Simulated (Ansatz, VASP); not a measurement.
# ZnS2 in VASP and in Ansatz

INCAR

```
SYSTEM = ZnS2
PREC = Accurate
ENCUT = 520
EDIFF = 1E-7
ISMEAR = 0
SIGMA = 0.05
LREAL = .False.
LASPH = .True.
NELM = 60
ALGO = Normal
ISIF = 2
LWAVE = .False.
LCHARG = .True.
GGA = PS
LELF = .True.
LVHAR = .True.
NBANDS = 60
```

KPOINTS

```
regular mesh
0
Gamma
  6 6 6
  0 0 0
```

Contents of POSCAR:

```
ZnS2
1.0
    5.8880393213      0.0000000000      0.0000000000
    0.0000000000      5.8880393213      0.0000000000
    0.0000000000      0.0000000000      5.8880393213
Zn S
4 8
Direct
    0.5000000000      0.5000000000      0.0000000000
    0.5000000000      0.0000000000      0.5000000000
    0.0000000000      0.5000000000      0.5000000000
    0.0000000000      0.0000000000      0.0000000000
    0.1017506368      0.8982493632      0.3982493632
    0.8982493632      0.3982493632      0.1017506368
    0.3982493632      0.1017506368      0.8982493632
    0.6017506368      0.6017506368      0.6017506368
    0.8982493632      0.1017506368      0.6017506368
    0.1017506368      0.6017506368      0.8982493632
    0.6017506368      0.8982493632      0.1017506368
    0.3982493632      0.3982493632      0.3982493632
```

Input for Ansatz:

```yaml
crystal:
  lattice:
    - [5.8880393213, 0.0, 0.0]
    - [0.0, 5.8880393213, 0.0]
    - [0.0, 0.0, 5.8880393213]
  atoms:
    - { symbol: Zn, position: [0.5, 0.5, 0.0] }
    - { symbol: Zn, position: [0.5, 0.0, 0.5] }
    - { symbol: Zn, position: [0.0, 0.5, 0.5] }
    - { symbol: Zn, position: [0.0, 0.0, 0.0] }
    - { symbol: S, position: [0.1017506368, 0.8982493632, 0.3982493632] }
    - { symbol: S, position: [0.8982493632, 0.3982493632, 0.1017506368] }
    - { symbol: S, position: [0.3982493632, 0.1017506368, 0.8982493632] }
    - { symbol: S, position: [0.6017506368, 0.6017506368, 0.6017506368] }
    - { symbol: S, position: [0.8982493632, 0.1017506368, 0.6017506368] }
    - { symbol: S, position: [0.1017506368, 0.6017506368, 0.8982493632] }
    - { symbol: S, position: [0.6017506368, 0.8982493632, 0.1017506368] }
    - { symbol: S, position: [0.3982493632, 0.3982493632, 0.3982493632] }
basis:
  ecutwfc: 520.0
kpoints:
  mp_grid: { grid: [6, 6, 6] }
hamiltonian:
  xc: pbesol
scf:
  occupations: { method: gaussian, width: 0.05 }
output:
  forces: true
  stress: true
  eigenvalues: true
  write_density: true
  write_potential: true
  elf: true
  volumetric_format: npy
```

Alike in both runs: task single point; functional PBEsol; k mesh 6 × 6 × 6; occupations gaussian, width 0.05 eV; no spin polarisation.

|  | VASP | Ansatz |
| --- | --- | --- |
| version | VASP 6.6.1 | Ansatz 0.2.0 |
| potentials or method | VASP PAW PBE potentials, release 64 (Zn, S), cutoff 520 eV | scalar-relativistic, plane waves, PAW |
| valence electrons in the cell | 96 | 96 |

Ansatz gave:

| Property | Result |
| --- | --- |
| gap on the k mesh at the Fermi level (eV) | 1.42 |
| least direct gap on the mesh (eV) | 1.47 |
| pressure (GPa) | 0.0 |
| rms of the force components (eV/Å) | 0.003 |

Q: Estimate VASP's values.

A: gap on the k mesh at the Fermi level (eV): 1.44; least direct gap on the mesh (eV): 1.50; pressure (GPa): 0.0; rms of the force components (eV/Å): 0.041.

VASP's potentials were made for PBE, not for PBEsol. Atom by atom the forces differ by 0.043 eV/Å (rms over components). With one functional, cell and mesh, what is left measures potentials, basis and numerics.
